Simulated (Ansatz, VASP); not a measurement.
# ZnS: VASP beside Ansatz

The input POSCAR:

```
ZnS
1.0
    0.0000000000      2.7212116855      2.7212116855
    2.7212116855      0.0000000000      2.7212116855
    2.7212116855      2.7212116855      0.0000000000
Zn S
1 1
Direct
    0.2500000000      0.2500000000      0.2500000000
    0.0000000000      0.0000000000      0.0000000000
```

Contents of INCAR.step1:

```
PREC     = Accurate       # precision mode
ENCUT    = 520            # plane-wave cutoff, eV
ISMEAR   = 0              # smearing method
SIGMA    = 0.02           # smearing width, eV
LREAL    = False          # projectors in reciprocal space
LASPH    = True           # aspherical terms in the spheres
NELM     = 60             # most SCF steps
NBANDS   = 16             # bands
GGA      = PE             # functional
ALGO     = Normal         # electronic algorithm
EDIFF    = 1E-4           # SCF threshold, eV
LWAVE    = True           # write WAVECAR
LCHARG   = False          # write CHGCAR
```

File INCAR.step2:

```
PREC     = Accurate       # precision mode
ENCUT    = 520            # plane-wave cutoff, eV
EDIFF    = 1E-7           # SCF threshold, eV
ISMEAR   = 0              # smearing method
SIGMA    = 0.02           # smearing width, eV
LREAL    = False          # projectors in reciprocal space
LASPH    = True           # aspherical terms in the spheres
NELM     = 60             # most SCF steps
ALGO     = Normal         # electronic algorithm
ISIF     = 2              # what is computed and relaxed
LWAVE    = False          # write WAVECAR
LCHARG   = False          # write CHGCAR
METAGGA  = R2SCAN         # meta-GGA
LMIXTAU  = True         
NBANDS   = 16             # bands
ISTART   = 1
```

KPOINTS

```
Automatic mesh
0
Gamma
  8 8 8
```

Input for Ansatz:

```yaml
crystal:
  lattice:
    - [0.0, 2.7212116855, 2.7212116855]
    - [2.7212116855, 0.0, 2.7212116855]
    - [2.7212116855, 2.7212116855, 0.0]
  atoms:
    - { symbol: Zn, position: [0.25, 0.25, 0.25] }
    - { symbol: S, position: [0.0, 0.0, 0.0] }
basis:
  ecutwfc: 500
kpoints:
  mp_grid: { grid: [8, 8, 8] }
hamiltonian:
  xc: r2scan
scf:
  occupations: { method: gaussian, width: 0.02 }
output:
  forces: true
  stress: true
  eigenvalues: true
```

Alike in both runs: task single point; functional r2SCAN; k mesh 8 × 8 × 8; occupations gaussian, width 0.02 eV; no spin polarisation.

|  | VASP | Ansatz |
| --- | --- | --- |
| version | VASP 6.6.1 | Ansatz 0.2.0 |
| potentials or method | VASP PAW PBE potentials, release 64 (Zn, S), cutoff 520 eV | scalar-relativistic, plane waves, PAW |
| valence electrons in the cell | 18 | 18 |

```tsv
	VASP	Ansatz	Ansatz less VASP
gap on the k mesh at the Fermi level (eV)	2.58	2.57	-0.008
least direct gap on the mesh (eV)	2.58	2.57	-0.008
pressure (GPa)	-2.1	-2.2	-0.04
```

VASP's potentials were made for PBE, not for r2SCAN. With one functional, cell and mesh, what is left measures potentials, basis and numerics.
